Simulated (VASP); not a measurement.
# Al18H3C in VASP: further runs, part 2 of 2

VASP 6.6.1. Earlier steps stand in the parts before.

## Step 3: Single point, PBE+D3(BJ)

INCAR reads:

```
PREC = Accurate ; ENCUT = 520
EDIFF = 1E-6 ; ISMEAR = 0
SIGMA = 0.15 ; LREAL = Auto
LASPH = T ; NELM = 100
ALGO = Normal ; ISIF = 2
LWAVE = F ; LCHARG = F
GGA = PE ; IVDW = 12
NBANDS = 48
```

KPOINTS reads:

```
regular mesh
0
Gamma
  3 2 1
```

POSCAR reads:

```
Al18H3C
1.0
    5.7275650000      0.0000000000      0.0000000000
    4.2956740000      7.4403250000      0.0000000000
    0.0000000000      0.0000000000     15.6765370000
Al C H
18 1 3
Direct
    0.1666665958      0.1111111410      0.0637895984
    0.6666666831      0.1111111410      0.0637895984
    0.1666667458      0.4444444295      0.0637895984
    0.6666666585      0.4444444295      0.0637895984
    0.1666666204      0.7777778524      0.0637895984
    0.6666667077      0.7777778524      0.0637895984
   -0.1572817366      0.2111050257      0.2101704605
    0.3343421347      0.2199055821      0.2071192764
   -0.1625014169      0.5497117397      0.2116505705
    0.3417272882      0.5479842614      0.2078407368
   -0.1585183964      0.8785574555      0.2126324838
    0.3408441015      0.8822078337      0.2123828751
    0.0080805567     -0.0083697957      0.3597878154
    0.4868381343      0.0230550413      0.3519758222
    0.0030828918      0.3233428647      0.3533421954
    0.5001883646      0.3372741110      0.3582887598
    0.0170143375      0.6532949838      0.3577005559
    0.5029028858      0.6612040469      0.3587326078
    0.7288796423      0.6992857167      0.4685193548
    0.9275440222      0.6102116507      0.4980772220
    0.6540352526      0.8365985357      0.4923080270
    0.6012189124      0.6506987262      0.4980643365
```

Potentials or basis: VASP PAW PBE potentials, release 64 (Al, C, H).

Started as:

```sh
> cat potpaw_PBE.64/Al/POTCAR potpaw_PBE.64/C/POTCAR potpaw_PBE.64/H/POTCAR > POTCAR
> mpirun -np 1 vasp_std > vasp.out
```

OUTCAR:

```text
PREC = Accurate
   ENCUT = 520
   EDIFF = 1E-6
   ISMEAR = 0
   LREAL = Auto
   LASPH = T
   NELM = 100
   ISIF = 2
   GGA = PE
   IVDW = 12
 IVDW          = 12

 ion  position               nearest neighbor table
   1  0.167  0.111  0.064-   8 2.78   7 2.80   2 2.86   4 2.86   5 2.86   3 2.86   6 2.86   2 2.86
                            12 2.89
   2  0.667  0.111  0.064-   8 2.79   7 2.81   1 2.86   4 2.86   3 2.86   5 2.86   6 2.86   1 2.86
                            11 2.90
   3  0.167  0.444  0.064-  10 2.79   8 2.80   9 2.84   4 2.86   2 2.86   1 2.86   5 2.86   6 2.86
                             4 2.86
   4  0.667  0.444  0.064-  10 2.77   9 2.83   3 2.86   2 2.86   1 2.86   5 2.86   3 2.86   6 2.86
                             7 2.88
   5  0.167  0.778  0.064-  10 2.83  11 2.84  12 2.85   6 2.86   2 2.86   1 2.86   3 2.86   4 2.86
                             6 2.86
   6  0.667  0.778  0.064-  12 2.84  11 2.84   5 2.86   2 2.86   1 2.86   3 2.86   5 2.86   4 2.86
                             9 2.87
   7  0.843  0.211  0.210-  15 2.77   1 2.80   2 2.81  12 2.84   8 2.85  13 2.86  11 2.86   8 2.88
                             4 2.88  16 2.88  10 2.88   9 2.89
[... 262 lines left out ...]
      2      -8.8376      2.00000
      3      -7.0464      2.00000
      4      -6.2771      2.00000
      5      -6.2165      2.00000
      6      -5.5256      2.00000
[... 169 lines left out ...]
     41       4.1186      0.00000
     42       4.1797      0.00000
 [bands above 42 left out]

------------------------ aborting loop because EDIFF is reached ----------------------------------------

 Edisp (eV)   -4.43832

 E8    (eV) :    -2.0246

  FORCE on cell =-STRESS in cart. coord.  units (eV):
  Direction    XX          YY          ZZ          XY          YZ          ZX
  --------------------------------------------------------------------------------------
  -------------------------------------------------------------------------------------
  Total      -9.73539    -7.54394    -0.24627    -0.08518     0.05231    -0.05616
  in kB     -23.34811   -18.09242    -0.59063    -0.20429     0.12546    -0.13469
  external pressure =      -14.01 kB  Pullay stress =        0.00 kB

 VOLUME and BASIS-vectors are now :
 -----------------------------------------------------------------------------
  energy-cutoff  :      520.00
  volume of cell :      668.05
      direct lattice vectors                 reciprocal lattice vectors
     5.727565000  0.000000000  0.000000000     0.174594265 -0.100802054  0.000000000
     4.295674000  7.440325000  0.000000000     0.000000000  0.134402731  0.000000000
     0.000000000  0.000000000 15.676537000     0.000000000  0.000000000  0.063789598

 POSITION                                       TOTAL-FORCE (eV/Angst)
 -----------------------------------------------------------------------------------
      1.43189      0.82670      1.00000         0.021524      0.115195     -0.093694
      4.29567      0.82670      1.00000        -0.019998      0.062221     -0.058456
      2.86378      3.30681      1.00000        -0.045896     -0.095770     -0.110015
      5.72757      3.30681      1.00000         0.042273     -0.046575      0.016472
      4.29567      5.78692      1.00000        -0.029533     -0.026045      0.036945
      7.15946      5.78692      1.00000         0.040065     -0.016162      0.222764
[... 14 lines left out ...]
      7.33978      6.22457      7.71769         0.001144      0.023367      0.020133
      6.23871      4.84141      7.80792        -0.032825      0.002009      0.005667
 -----------------------------------------------------------------------------------
    total drift:                                0.006557      0.005283     -0.016522

  FREE ENERGIE OF THE ION-ELECTRON SYSTEM (eV)
  ---------------------------------------------------
  free  energy   TOTEN  =       -87.1726989859 eV

  energy  without entropy=      -87.0392171339  energy(sigma->0) =      -87.10595806
```

OSZICAR:

```text
N       E                     dE             d eps       ncg     rms          rms(c)
DAV:   1     0.174808680314E+03    0.17481E+03   -0.19490E+04   384   0.934E+02
DAV:   2    -0.673629624023E+02   -0.24217E+03   -0.23045E+03   480   0.159E+02
DAV:   3    -0.876615910515E+02   -0.20299E+02   -0.19760E+02   544   0.425E+01
[... 14 lines left out ...]
DAV:  18    -0.827343554963E+02   -0.18523E-03   -0.49292E-05   488   0.231E-02    0.494E-03
DAV:  19    -0.827343717944E+02   -0.16298E-04   -0.37046E-06   464   0.728E-03    0.233E-03
DAV:  20    -0.827343747087E+02   -0.29143E-05   -0.65582E-07   344   0.263E-03    0.904E-04
DAV:  21    -0.827343758200E+02   -0.11113E-05   -0.40706E-07   336   0.197E-03    0.522E-04
DAV:  22    -0.827343759587E+02   -0.13863E-06   -0.83373E-08   336   0.981E-04
   1 F= -.87172699E+02 E0= -.87105958E+02  d E =-.133482E+00
```

stdout:

```text
POSCAR found type information on POSCAR AlC H
 POSCAR found :  3 types and      22 ions
 scaLAPACK will be used
 LDA part: xc-table for (Slater+PW92), standard interpolation
 -----------------------------------------------------------------------------
|                                                                             |
|           W    W    AA    RRRRR   N    N  II  N    N   GGGG   !!!           |
|           W    W   A  A   R    R  NN   N  II  NN   N  G    G  !!!           |
|           W    W  A    A  R    R  N N  N  II  N N  N  G       !!!           |
|           W WW W  AAAAAA  RRRRR   N  N N  II  N  N N  G  GGG   !            |
|           WW  WW  A    A  R   R   N   NN  II  N   NN  G    G                |
|           W    W  A    A  R    R  N    N  II  N    N   GGGG   !!!           |
|                                                                             |
|     Your reciprocal lattice and k-lattice belong to different lattice       |
|     classes:                                                                |
|                                                                             |
|        The reciprocal lattice is simple monoclinic,                         |
|        whereas your k-lattice is hexagonal.                                 |
|                                                                             |
|     Results are often still useful ...                                      |
|                                                                             |
 -----------------------------------------------------------------------------

 POSCAR, INCAR and KPOINTS ok, starting setup
 FFT: planning ... GRIDC
 FFT: planning ... GRID_SOFT
 FFT: planning ... GRID
 WAVECAR not read
 entering main loop
```

Run time: 9.1 min. Hardware: 1 thread of Intel Xeon Platinum 8488C (Sapphire Rapids), shared host; peak memory 0.72 GiB.

What came out:

```
Free energy                : -87.1727 eV
Largest force              : 0.227 eV/Å
Band gap on the k mesh     : zero (an odd number of electrons rules out a gap without spin polarisation)
Dispersion energy per atom : -0.202 eV
```

Forces on the atoms (eV/Å):
```
Al   0.022  0.115 -0.094
Al  -0.020  0.062 -0.058
Al  -0.046 -0.096 -0.110
Al   0.042 -0.047  0.016
Al  -0.030 -0.026  0.037
Al   0.040 -0.016  0.223
Al   0.000 -0.001 -0.004
Al   0.001  0.000  0.001
Al   0.002 -0.002 -0.004
Al   0.001  0.000 -0.006
Al  -0.003 -0.001  0.000
Al   0.002  0.001 -0.002
Al   0.003  0.003 -0.008
Al  -0.004  0.008 -0.010
Al   0.001  0.002  0.000
Al   0.000  0.001  0.001
Al  -0.013 -0.002  0.009
Al  -0.005 -0.007  0.002
C    0.027 -0.002 -0.019
H    0.011 -0.018  0.000
H    0.001  0.023  0.020
H   -0.033  0.002  0.006
```

Caveat: the k points lie up to 0.42 Å⁻¹ apart, too coarse for converged energies and pressures of a metal.
